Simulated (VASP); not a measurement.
Write the native input for VASP 6.6.1 that does the following.

| Property | Result |
| --- | --- |
| Task | single point |
| Functional | PBE |
| Potentials or basis | VASP PAW PBE potentials, release 64 (Co, O, Mg) |
| Cutoff | 600 eV |
| k mesh | 1 × 1 × 1 |
| Occupations | fermi-dirac, width 0.01 eV |
| Spin | collinear spin, ferromagnetic start |
| Starting moments | [3.0, 0.0, 0.0, 0.0, 0.0, 0.0, 0.0, 0.0, 0.0, 0.0, 0.0, 0.0, 0.0, 0.0, 0.0, 0.0] μB |
| Hubbard terms | Co d U = 3.3 eV |
| Dipole correction | no |
| Further INCAR settings | ALGO = Normal; EDIFF = 1e-06; NBANDS = 54 |

The structure of Mg7CoO8 lies in POSCAR:

```
Mg7CoO8
1.0
    0.0000000000      4.2120000000      4.2120000000
    4.2120000000      0.0000000000      4.2120000000
    4.2120000000      4.2120000000      0.0000000000
Co O Mg
1 8 7
Direct
    0.0000000000      0.0000000000      0.0000000000
    0.2500000000      0.2500000000      0.2500000000
    0.2500000000      0.2500000000      0.7500000000
    0.2500000000      0.7500000000      0.2500000000
    0.2500000000      0.7500000000      0.7500000000
    0.7500000000      0.2500000000      0.2500000000
    0.7500000000      0.2500000000      0.7500000000
    0.7500000000      0.7500000000      0.2500000000
    0.7500000000      0.7500000000      0.7500000000
    0.0000000000      0.0000000000      0.5000000000
    0.0000000000      0.5000000000      0.0000000000
    0.0000000000      0.5000000000      0.5000000000
    0.5000000000      0.0000000000      0.0000000000
    0.5000000000      0.0000000000      0.5000000000
    0.5000000000      0.5000000000      0.0000000000
    0.5000000000      0.5000000000      0.5000000000
```

The input as run:

INCAR

```
ALGO = Normal
EDIFF = 1E-6
ENCUT = 600
GGA = PE
GGA_COMPAT = False
ISIF = 2
ISMEAR = -1
ISPIN = 2
LASPH = True
LCHARG = False
LDAU = True
LDAUJ = 0 0 0
LDAUL = 2 -1 -1
LDAUPRINT = 1
LDAUTYPE = 2
LDAUU = 3.3 0 0
LMAXMIX = 4
LORBIT = 11
LREAL = False
LWAVE = False
MAGMOM = 3 0 0 0 0 0 0 0 0 0 0 0 0 0 0 0
NBANDS = 54
NELM = 200
PREC = Accurate
SIGMA = 0.01
```

KPOINTS

```
k-points
0
Gamma
  1 1 1
```

Potentials or basis: VASP PAW PBE potentials, release 64 (Co, O, Mg).

Launch:

```console
$ cat potpaw_PBE.64/Co/POTCAR potpaw_PBE.64/O/POTCAR potpaw_PBE.64/Mg/POTCAR > POTCAR
$ mpirun -np 1 vasp_gam > vasp.out
```

Results of the run:

```
Pressure                                              : 7.6 GPa
Band gap on the k mesh                                : zero (filled and empty bands touch)
Net moment                                            : 3.00 μB per cell
Site moments                                          : Co +2.58; O +0.01, +0.06 (each value once); Mg -0.00, +0.01 (each value once) μB
Valence electrons inside the program's atomic spheres : Co 7.91; O 5.16, 5.14 (each value once); Mg 0.39
```

Caveat: the k points lie up to 1.29 Å⁻¹ apart; a cell with one magnetic atom can't hold antiferromagnetic order, which such compounds often take.

Wall time 52 s on 1 thread of AMD EPYC 7R13 Processor (Zen 3), with other jobs on the host, peak memory 0.35 GiB.
